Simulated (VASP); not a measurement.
# V (R-3m) in VASP: further runs

The runs below take V through single point, relaxation of cell and atoms, with PBE.

All numbers are computed with VASP 6.6.1; they aren't measurements. Logs are shortened: lines on timing, memory, paths and dates and some standing lists are left out, and cuts for length are marked.

**1. The cell of the first run**

It takes space group R-3m (No. 166, trigonal). The conventional cell has a = 2.861 Å, b = 2.861 Å, c = 5.839 Å, α = 90.00°, β = 90.00°, γ = 120.00°. V (site symmetry -3m) has 12 V at 2.55 to 2.86 Å within 3.4 Å.

**2. Single point, PBE**

Contents of INCAR:

```
PREC = Accurate ; ENCUT = 520
EDIFF = 1E-6 ; ISMEAR = 0
SIGMA = 0.1 ; LREAL = F
LASPH = T ; NELM = 80
ALGO = Fast ; ISIF = 2
LWAVE = F ; LCHARG = F
GGA = PE ; NBANDS = 12
```

Contents of KPOINTS:

```
Automatic mesh
0
Gamma
  9 9 9
```

Contents of POSCAR:

```
V
1.0
    1.4304626074      0.8258779715      1.9462534749
   -1.4304626074      0.8258779715      1.9462534749
    0.0000000000     -1.6517559430      1.9462534749
V
1
Direct
    0.5000000000      0.5000000000      0.5000000000
```

Potentials or basis: VASP PAW PBE potentials, release 64 (V_sv).

The run is started by

```
> cat potpaw_PBE.64/V_sv/POTCAR > POTCAR
> mpirun -np 1 vasp_std > vasp.out
```

OUTCAR:

```text
PREC = Accurate
   ENCUT = 520
   EDIFF = 1E-6
   ISMEAR = 0
   LREAL = F
   LASPH = T
   NELM = 80
   ISIF = 2
   GGA = PE

 ion  position               nearest neighbor table
   1  0.500  0.500  0.500-

  LATTYP: Found a trigonal (rhomboedric) cell.
 ALAT       =     2.5526849166
 COS(alpha) =     0.3719581406

  Lattice vectors:

 A1 = (   1.4304626074,   0.8258779715,   1.9462534749)
 A2 = (  -1.4304626074,   0.8258779715,   1.9462534749)
 A3 = (   0.0000000000,  -1.6517559430,   1.9462534749)

Analysis of symmetry for initial positions (statically):
=====================================================================
 Subroutine PRICEL returns:
 Original cell was already a primitive cell.

 Routine SETGRP: Setting up the symmetry group for a
 trigonal (rhombohedral) supercell.

 Subroutine GETGRP returns: Found 12 space group operations
 (whereof 12 operations were pure point group operations)
 out of a pool of 12 trial point group operations.

The static configuration has the point symmetry D_3d.

Analysis of symmetry for dynamics (positions and initial velocities):
=====================================================================
 Subroutine PRICEL returns:
 Original cell was already a primitive cell.

 Routine SETGRP: Setting up the symmetry group for a
 trigonal (rhombohedral) supercell.

 Subroutine GETGRP returns: Found 12 space group operations
 (whereof 12 operations were pure point group operations)
 out of a pool of 12 trial point group operations.

The dynamic configuration has the point symmetry D_3d.

 Subroutine INISYM returns: Found 12 space group operations
 (whereof 12 operations are pure point group operations),
 and found     1 'primitive' translations

----------------------------------------------------------------------------------------

                                     Primitive cell

  volume of cell :      13.7957

  direct lattice vectors                    reciprocal lattice vectors
     1.430462607  0.825877971  1.946253475     0.349537274  0.201805439  0.171269230
    -1.430462607  0.825877971  1.946253475    -0.349537274  0.201805439  0.171269230
     0.000000000 -1.651755943  1.946253475     0.000000000 -0.403610878  0.171269230

  length of vectors
     2.552684917  2.552684917  2.552684917     0.438445994  0.438445994  0.438445994

  position of ions in fractional coordinates (direct lattice)
     0.500000000  0.500000000  0.500000000

  ion indices of the primitive-cell ions
   primitive index   ion index
                 1           1

----------------------------------------------------------------------------------------

 KPOINTS: Automatic mesh

Automatic generation of k-mesh.
 Grid dimensions read from file:
 generate k-points for:    9    9    9

 Generating k-lattice:

  Cartesian coordinates                     Fractional coordinates (reciprocal lattice)
     0.038837475  0.022422827  0.019029914     0.111111111  0.000000000  0.000000000
    -0.038837475  0.022422827  0.019029914     0.000000000  0.111111111  0.000000000
     0.000000000 -0.044845653  0.019029914     0.000000000  0.000000000  0.111111111

  Length of vectors
     0.048716222  0.048716222  0.048716222

  Shift w.r.t. Gamma in fractional coordinates (k-lattice)
     0.000000000  0.000000000  0.000000000

 Subroutine IBZKPT returns following result:
 ===========================================

 Found     85 irreducible k-points:

 Following reciprocal coordinates:
            Coordinates               Weight
  0.000000  0.000000  0.000000      1.000000
  0.111111 -0.000000  0.000000      6.000000
  0.222222  0.000000  0.000000      6.000000
  0.333333 -0.000000 -0.000000      6.000000
  0.444444  0.000000  0.000000      6.000000
  0.111111  0.111111  0.000000      6.000000
[... 16 lines left out ...]
 -0.333333  0.333333  0.000000      6.000000
  0.444444  0.444444  0.000000      6.000000
 [... further k-points ...]
   k-points           NKPTS =     85   k-points in BZ     NKDIM =     85   number of bands    NBANDS=     12
   number of dos      NEDOS =    301   number of ions     NIONS =      1
   total plane-waves  NPLWV =   8000
   dimension x,y,z NGX =    20 NGY =   20 NGZ =   20
   dimension x,y,z NGXF=    40 NGYF=   40 NGZF=   40
   ions per type =               1
   NGX,Y,Z   is equivalent  to a cutoff of  13.03, 13.03, 13.03 a.u.
   NGXF,Y,Z  is equivalent  to a cutoff of  26.05, 26.05, 26.05 a.u.
 SYSTEM =  unknown system
   PREC   = accura    normal or accurate (medium, high low for compatibility)
   ISTART =      0    job   : 0-new  1-cont  2-samecut
   ICHARG =      2    charge: 1-file 2-atom 10-const
   ISPIN  =      1    spin polarized calculation?
   LNONCOLLINEAR =      F non collinear calculations
   LSORBIT =      F    spin-orbit coupling
   LASPH  =      T    aspherical Exc in radial PAW
   ENCUT  =  520.0 eV  38.22 Ry    6.18 a.u.   4.75  4.75  4.75*2*pi/ulx,y,z
   NELM   =     80;   NELMIN=  2; NELMDL= -5     # of ELM steps
   EDIFF  = 0.1E-05   stopping-criterion for ELM
   LREAL  =      F    real-space projection
   EDIFFG = 0.1E-04   stopping-criterion for IOM
   NSW    =      0    number of steps for IOM
   IBRION =     -1    ionic relax: 0-MD 1-quasi-New 2-CG
   NFREE  =      0    steps in history (QN), initial steepest desc. (CG)
   ISIF   =      2    stress and relaxation
   ISYM   =      2    0-nonsym 1-usesym 2-fastsym
   POTIM  = 0.5000    time-step for ionic-motion
   TEBEG  =    0.0;   TEEND  =   0.0 temperature during run
   PSTRESS=    0.0 pullay stress
   NELECT =      13.0000    total number of electrons
   NUPDOWN=      -1.0000    fix difference up-down
   EMIN   =  10.00;   EMAX   =-10.00  energy-range for DOS
   EFERMI =   0.00;   METHOD = LEGACY
   ISMEAR =     0;   SIGMA  =   0.10  broadening in eV -4-tet -1-fermi 0-gaus
   EFERMI_NEDOS =   21; number of points for ismear=-14 and -15
   IALGO  =     68    algorithm
   IMIX   =      4    mixing-type and parameters
     AMIX     =   0.40;   BMIX     =  1.00
     AMIX_MAG =   1.60;   BMIX_MAG =  1.00
  volume/ion in A,a.u.               =      13.80        93.10
  Fermi-wavevector in a.u.,A,eV,Ry     =   1.605000  3.033009 35.048931  2.576024
  Thomas-Fermi vector in A             =   2.701415
   LORBIT       =      0    0 simple, 1 ext, 2 COOP (PROOUT), +10 PAW based schemes
   GGA     = PE    functional components
   LHFCALC =     F    Hartree Fock is set to
   AEXX    =    0.0000 exact exchange contribution
   IVDW    =     0    specifies the selected vdW correction
   LEPSILON=     F    determine dielectric tensor
   LRPA    =     F    only Hartree local field effects (RPA)
 non-spin polarized calculation
 RMM-DIIS sequential band-by-band and
 Gauss-broadening in eV      SIGMA  =   0.10
  energy-cutoff  :      520.00
  volume of cell :       13.80
 maximum number of plane-waves:       379
   NGX =  9   NGY =  9   NGZ =  9

 number of electron      13.0000002 magnetization

 Free energy of the ion-electron system (eV)
  ---------------------------------------------------
  ext. energy  EPLUGINS =         0.00000000
  ---------------------------------------------------
  free energy    TOTEN  =        -8.75351829 eV

  energy without entropy =       -8.74458911  energy(sigma->0) =       -8.74905370

 E-fermi :   9.6096     XC(G=0): -12.7402

 val. band max:        9.5939877239   @ k =  -0.4444   0.1111  -0.0000
 cond. band min:       9.6193588243   @ k =   0.3333   0.1111   0.1111
 fundamental gap:      0.0253711005
 Fermi energy:         9.6095836852

 k-point     1 :       0.0000    0.0000    0.0000
  band No.  band energies     occupation
      1     -54.2194      2.00000
      2     -27.6226      2.00000
      3     -27.6226      2.00000
      4     -27.3366      2.00000
      5       2.9238      2.00000
      6       9.0561      2.00000
      7       9.0561      2.00000
      8      11.4029      0.00000
      9      12.0291      0.00000
     10      12.0291      0.00000
     11      27.0583      0.00000
     12      30.9850      0.00000

 k-point     2 :       0.1111   -0.0000    0.0000
  band No.  band energies     occupation
      1     -54.2013      2.00000
      2     -27.7037      2.00000
      3     -27.6242      2.00000
      4     -27.3699      2.00000
      5       3.3453      2.00000
      6       9.0466      2.00000
      7       9.1247      2.00000
      8      11.4164      0.00000
      9      11.9266      0.00000
     10      11.9812      0.00000
     11      26.9185      0.00000
     12      29.1770      0.00000

 k-point     3 :       0.2222    0.0000    0.0000
  band No.  band energies     occupation
      1     -54.1551      2.00000
      2     -27.9401      2.00000
      3     -27.6283      2.00000
      4     -27.4187      2.00000
      5       4.4712      2.00000
      6       8.9619      2.00000
      7       9.2106      2.00000
      8      11.4578      0.00000
      9      11.8141      0.00000
     10      12.0696      0.00000
     11      24.3036      0.00000
     12      28.5870      0.00000
[... 286 lines left out ...]
 k-point    23 :      -0.3333    0.3333    0.0000
  band No.  band energies     occupation
      1     -54.0059      2.00000
      2     -28.1531      2.00000
      3     -28.1307      2.00000
      4     -27.5750      2.00000
      5       7.5313      2.00000
      6       7.8080      2.00000
      7       9.7317      0.08421
      8      11.8995      0.00000
      9      12.4402      0.00000
     10      15.6962      0.00000
     11      18.9938      0.00000
     12      21.8568      0.00000

 k-point    24 :       0.4444    0.4444    0.0000
  band No.  band energies     occupation
      1     -53.9704      2.00000
      2     -28.3685      2.00000
      3     -28.0221      2.00000
      4     -27.6209      2.00000
      5       6.3053      2.00000
      6       7.2964      2.00000
      7      12.5163      0.00000
      8      12.7928      0.00000
      9      13.0364      0.00000
     10      13.4755      0.00000
     11      21.6124      0.00000
     12      22.2711      0.00000

 [... further k-points ...]

------------------------ aborting loop because EDIFF is reached ----------------------------------------

  FORCE on cell =-STRESS in cart. coord.  units (eV):
  Direction    XX          YY          ZZ          XY          YZ          ZX
  --------------------------------------------------------------------------------------
  -------------------------------------------------------------------------------------
  Total        0.0362590      0.0362590      0.0087353      0.0000000      0.0000000      0.0000000
  in kB        4.2109819      4.2109819      1.0144805      0.0000000      0.0000000      0.0000000
  external PRESSURE =       3.1454814 kB  Pullay stress =       0.0000000 kB

 VOLUME and BASIS-vectors are now :
 -----------------------------------------------------------------------------
  energy-cutoff  :      520.00
  volume of cell :       13.80
      direct lattice vectors                 reciprocal lattice vectors
     1.430462607  0.825877971  1.946253475     0.349537274  0.201805439  0.171269230
    -1.430462607  0.825877971  1.946253475    -0.349537274  0.201805439  0.171269230
     0.000000000 -1.651755943  1.946253475     0.000000000 -0.403610878  0.171269230

 POSITION                                       TOTAL-FORCE (eV/Angst)
 -----------------------------------------------------------------------------------
      0.00000      0.00000      2.91938         0.000000     -0.000000      0.000000
 -----------------------------------------------------------------------------------
    total drift:                               -0.000000     -0.000000      0.000000

  FREE ENERGIE OF THE ION-ELECTRON SYSTEM (eV)
  ---------------------------------------------------
  free  energy   TOTEN  =        -8.7535182932 eV

  energy  without entropy=       -8.7445891070  energy(sigma->0) =       -8.74905370
```

It took 16 s on 1 thread of AMD EPYC 7R13, shared host; peak memory 0.1 GiB.

What came out:

```yaml
Free_energy: -8.7535 eV
Pressure: 0.3 GPa
Band_gap_on_the_k_mesh: zero (an odd number of electrons rules out a gap without spin polarisation)
```

Stress tensor (GPa, compression positive):
```
0.42 0.00 0.00
0.00 0.42 0.00
0.00 0.00 0.10
```

**3. Single point, PBE**

This run uses another cell than the first one: it holds 2 atoms, not 1.

Contents of INCAR:

```
PREC     = Accurate       # precision mode
ENCUT    = 520            # plane-wave cutoff, eV
EDIFF    = 1E-7           # SCF threshold, eV
ISMEAR   = 0              # smearing method
SIGMA    = 0.1            # smearing width, eV
LREAL    = F              # projectors in reciprocal space
LASPH    = T              # aspherical terms in the spheres
NELM     = 60             # most SCF steps
ALGO     = Normal         # electronic algorithm
ISIF     = 2              # what is computed and relaxed
LWAVE    = F              # write WAVECAR
LCHARG   = F              # write CHGCAR
GGA      = PE             # functional
NBANDS   = 20             # bands
```

Contents of KPOINTS:

```
Automatic mesh
0
Gamma
  6 6 6
```

Contents of POSCAR:

```
V
1.0
    1.4227029055      0.8213979054      3.9295304528
   -1.4227029055      0.8213979054      3.9295304528
    0.0000000000     -1.6427958109      3.9295304528
V
2
Direct
    0.2499994604      0.2499994604      0.2499994604
    0.7500005396      0.7500005396      0.7500005396
```

Potentials or basis: VASP PAW PBE potentials, release 64 (V_sv).

The run is started by

```
> cat potpaw_PBE.64/V_sv/POTCAR > POTCAR
> mpirun -np 1 vasp_std > vasp.out
```

Wall time 31 s (1 thread of AMD EPYC 7R13, shared host); peak memory 0.14 GiB.

Results (log left out):

```yaml
Free_energy: -17.5401 eV
Pressure: 0.3 GPa
Band_gap_on_the_k_mesh: zero (bands 13 and 14 overlap by 1.07 eV)
```

Stress tensor (GPa, compression positive):
```
0.20 0.00 0.00
0.00 0.20 0.00
0.00 0.00 0.64
```

Levels at points of the mesh, in eV from the Fermi level:
```tsv
k point	band 9	band 10	band 11	band 12	band 13	band 14	band 15	band 16	band 17	band 18
(0.00, 0.00, 0.00)	-6.72	-3.19	-0.51	-0.51	-0.30	-0.30	1.63	2.34	2.34	2.97
(0.50, 0.00, 0.00)	-2.39	-2.39	-1.24	-1.24	0.15	0.15	1.16	1.16	2.83	2.83
(0.50, 0.50, 0.00)	-3.39	-3.17	-2.44	-0.62	0.41	1.42	2.65	2.95	3.41	3.42
(0.50, 0.50, 0.50)	-4.28	-4.28	0.38	0.38	0.51	0.51	0.51	0.51	1.77	1.77
```

Caveat: the k points lie up to 0.43 Å⁻¹ apart, too coarse for converged energies and pressures of a metal.

**4. Relaxation of cell and atoms, PBE**

Contents of INCAR:

```
SYSTEM = V
  PREC = Accurate
  ENCUT = 600
  EDIFF = 1E-6
  ISMEAR = 0
  SIGMA = 0.1
  LREAL = .False.
  LASPH = .True.
  NELM = 80
  ALGO = Fast
  ISIF = 3
  LWAVE = .False.
  LCHARG = .False.
  GGA = PE
  IBRION = 2
  NSW = 90
  EDIFFG = -0.04
```

Contents of KPOINTS:

```
Automatic mesh
0
Gamma
  9 9 9
  0 0 0
```

Contents of POSCAR:

```
V
1.0
    1.4227029055      0.8213979054      1.9647652264
   -1.4227029055      0.8213979054      1.9647652264
    0.0000000000     -1.6427958109      1.9647652264
V
1
Direct
    0.5000000000      0.5000000000      0.5000000000
```

The run is started by

```
> cat potpaw_PBE.64/V_sv/POTCAR > POTCAR
> mpirun -np 1 vasp_std > vasp.out
```

It took 39 s on 1 thread of AMD EPYC 7R13, shared host; peak memory 0.11 GiB.

Results (log left out):

| Quantity | Value |
| --- | --- |
| Free energy | -8.7535 eV |
| Relaxed volume | 13.83 Å³/atom |
| Relaxed cell | a = 2.554 Å, b = 2.554 Å, c = 2.554 Å, α = 68.21°, β = 68.21°, γ = 68.21° |
| Space group after relaxing (to 0.1 Å) | R-3m (No. 166) |
| Energy gained by relaxing | 0.8 meV/atom |
| Ionic steps | 5 |
| Pressure after relaxing | -0.3 GPa |
| Band gap on the k mesh | zero (an odd number of electrons rules out a gap without spin polarisation) |

Stress tensor (GPa, compression positive):
```
-0.20  0.00  0.00
 0.00 -0.20  0.00
 0.00  0.00 -0.43
```

The path:
```csv
step,energy change (eV),largest force (eV/Å),pressure (GPa),volume (Å³)
1,0.0000,0.0000,0.43,13.78
2,-0.0004,0.0000,-0.51,13.85
3,-0.0004,0.0000,-0.64,13.86
4,-0.0007,0.0000,-0.47,13.85
5,-0.0008,0.0000,-0.28,13.83
```

Final structure:
```yaml
crystal:
  lattice:
    - [1.43229, 0.82693, 1.94682]
    - [-1.43229, 0.82693, 1.94682]
    - [0.00000, -1.65386, 1.94682]
  atoms:
    - { symbol: V, position: [0.50000, 0.50000, 0.50000] }
```

Levels at points of the mesh, in eV from the Fermi level:
| k point | band 4 | band 5 | band 6 | band 7 | band 8 | band 9 |
| --- | --- | --- | --- | --- | --- | --- |
| (0.00, 0.00, 0.00) | -36.95 | -6.68 | -0.55 | -0.55 | 1.80 | 2.42 |

**5. The runs side by side**

```csv
task,cell,k mesh,cutoff (eV),gap on the mesh (eV),pressure (GPa)
single point,"a = 2.553 Å, angles 68.2°, 1 atom, atomic positions A",9 × 9 × 9,520,none,0.3
single point,"a = 4.259 Å, angles 39.0°, 2 atoms, atomic positions B",6 × 6 × 6,520,none,0.3
relaxation of cell and atoms,"relaxed from a = 2.561 Å, angles 67.5°, 1 atom, atomic positions A",9 × 9 × 9,600,none,-0.3
```

Alike in all rows: level PBE; potentials or basis VASP PAW PBE potentials, release 64 (V_sv); no spin polarisation; smearing gaussian 0.1 eV.

Caveats: some runs use coarse meshes.

Absolute energies hang on the potentials; compare differences alone.
